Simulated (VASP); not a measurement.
Crystal: InSb.

```
In Sb
1.0
     0.00000    3.12420    3.12420
     3.12420    0.00000    3.12420
     3.12420    3.12420    0.00000
In Sb
1 1
Direct
  0.00000 0.00000 0.00000
  0.50000 0.50000 0.50000
```

- Program: VASP 6.6.1
- Task: relaxation of cell and atoms
- Functional: PBEsol
- Potentials or basis: VASP PAW PBE potentials, release 64 (In_d, Sb)
- Cutoff: 500 eV
- k mesh: 5 × 5 × 5
- Occupations: fermi-dirac, width 0.1 eV
- Spin: no spin polarisation

At the start: pressure -4.3 GPa; volume 30.49 Å³/atom.

Task: Where does the relaxation end?

Result: Over 3 steps the energy falls by 41.8 meV/atom and the volume is 27.64 Å³/atom (-9.4 %); space group Fm-3m (No. 225, to 0.05 Å).

Step by step:
```
step  energy change (eV)  largest force (eV/Å)  pressure (GPa)  volume (Å³)
   1              0.0000                0.0000           -4.28        60.99
   2             -0.0788                0.0000            1.28        54.07
   3             -0.0837                0.0000            0.03        55.28
```

Final structure:
```xyz
2
Lattice="0.0000 3.0234 3.0234 3.0234 0.0000 3.0234 3.0234 3.0234 0.0000" Properties=species:S:1:pos:R:3 pbc="T T T"
In    0.0000    0.0000    0.0000
Sb    3.0234    3.0234    3.0234
```

Caveat: the PAW data sets were made with another functional, which shifts forces and pressure a little.
